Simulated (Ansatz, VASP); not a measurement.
**One calculation of BeFe3Pb, two programs**

Contents of POSCAR:

```
BeFe3Pb
1.0
    3.9400130000      0.0000000000      0.0000000000
    0.0000000000      3.9400130000      0.0000000000
    0.0000000000      0.0000000000      4.8170470000
Pb Be Fe
1 1 3
Direct
    0.0000000000      0.0000000000      0.0000000000
    0.5000000000      0.5000000000      0.5677000000
    0.5000000000      0.5000000000      0.2087000000
    0.5000000000      0.0000000000      0.6919000000
    0.0000000000      0.5000000000      0.6919000000
```

INCAR.step1

```
SYSTEM = BeFe3Pb
ALGO     = Normal         ! electronic algorithm
EDIFF    = 1E-4           ! SCF threshold, eV
ENCUT    = 520            ! plane-wave cutoff, eV
GGA      = PE             ! functional
ISMEAR   = -1             ! smearing method
LASPH    = .True.         ! aspherical terms in the spheres
LCHARG   = .False.        ! write CHGCAR
LREAL    = .False.        ! projectors in reciprocal space
LWAVE    = .True.         ! write WAVECAR
NBANDS   = 28             ! bands
NELM     = 60             ! most SCF steps
PREC     = Accurate       ! precision mode
SIGMA    = 0.1            ! smearing width, eV
```

The input INCAR.step2:

```
SYSTEM = BeFe3Pb
ALGO     = Normal         ! electronic algorithm
EDIFF    = 1E-6           ! SCF threshold, eV
ENCUT    = 520            ! plane-wave cutoff, eV
ISIF     = 2              ! what is computed and relaxed
ISMEAR   = -1             ! smearing method
ISTART   = 1            
LASPH    = .True.         ! aspherical terms in the spheres
LCHARG   = .False.        ! write CHGCAR
LMIXTAU  = .True.       
LREAL    = .False.        ! projectors in reciprocal space
LWAVE    = .False.        ! write WAVECAR
METAGGA  = R2SCAN         ! meta-GGA
NBANDS   = 28             ! bands
NELM     = 60             ! most SCF steps
PREC     = Accurate       ! precision mode
SIGMA    = 0.1            ! smearing width, eV
```

The input KPOINTS:

```
k-points
0
Gamma
  9 9 7
  0 0 0
```

Input for Ansatz:

```yaml
crystal:
  lattice:
    - [3.940013, 0.0, 0.0]
    - [0.0, 3.940013, 0.0]
    - [0.0, 0.0, 4.817047]
  atoms:
    - { symbol: Pb, position: [0.0, 0.0, 0.0] }
    - { symbol: Be, position: [0.5, 0.5, 0.5677] }
    - { symbol: Fe, position: [0.5, 0.5, 0.2087] }
    - { symbol: Fe, position: [0.5, 0.0, 0.6919] }
    - { symbol: Fe, position: [0.0, 0.5, 0.6919] }
  symmetry: { tolerance: 0.0003 }
kpoints:
  mp_grid: { grid: [9, 9, 7], shift: [0, 0, 0] }
  band_path:
    path:
      - [0.0, 0.0, 0.0]
      - [0.0, 0.5, 0.0]
      - [0.5, 0.5, 0.0]
      - [0.0, 0.0, 0.0]
      - [0.0, 0.0, 0.5]
      - [0.0, 0.5, 0.5]
      - [0.5, 0.5, 0.5]
      - [0.0, 0.0, 0.5]
      - [0.0, 0.5, 0.0]
      - [0.0, 0.5, 0.5]
      - [0.5, 0.5, 0.0]
    npoints: 6
magnetization:
  spin_polarized: false
scf:
  occupations: { method: fermi_dirac }
  lower_state_search: "off"
  max_iter: 200
hamiltonian:
  pseudopotentials: { kind: paw }
  xc: r2scan
basis:
  ecutwfc: 500
  fft_grid_basis: typed
output:
  forces: true
  stress: true
  eigenvalues: true
  bader: true
  populations: true
  elf: true
  write_potential: true
  volumetric_format: npy
  dos:
    e_range: [-12, 8]
    de: 0.05
    projected: { site_lists: { Be: [Be], Fe: [Fe], Pb: [Pb] } }
checkpoint:
  read: saved_state
```

Alike in both runs: task single point; functional r2SCAN; k mesh 9 × 9 × 7; no spin polarisation.

|  | VASP | Ansatz |
| --- | --- | --- |
| version | VASP 6.6.1 | Ansatz 0.2.0 |
| potentials or method | VASP PAW PBE potentials, release 64 (Pb_d, Be, Fe), cutoff 520 eV | PAW plane waves |
| occupations | fermi-dirac, width 0.1 eV | fermi-dirac |
| valence electrons in the cell | 40 | 64 |

```tsv
	VASP	Ansatz	Ansatz less VASP
pressure (GPa)	1.5	1.0	-0.50
traceless stress, the component that is largest in VASP (GPa)	2.08	1.77	-0.306
rms of the force components (eV/Å)	1.927	1.890	-0.0378
```

VASP's potentials were made for PBE, not for r2SCAN. Atom by atom the forces differ by 0.039 eV/Å (rms over components). VASP's potentials hold 40 valence electrons a cell and Ansatz's 64, so a difference there can come from the potentials and not from the codes.

Neither program's run includes spin-orbit coupling.
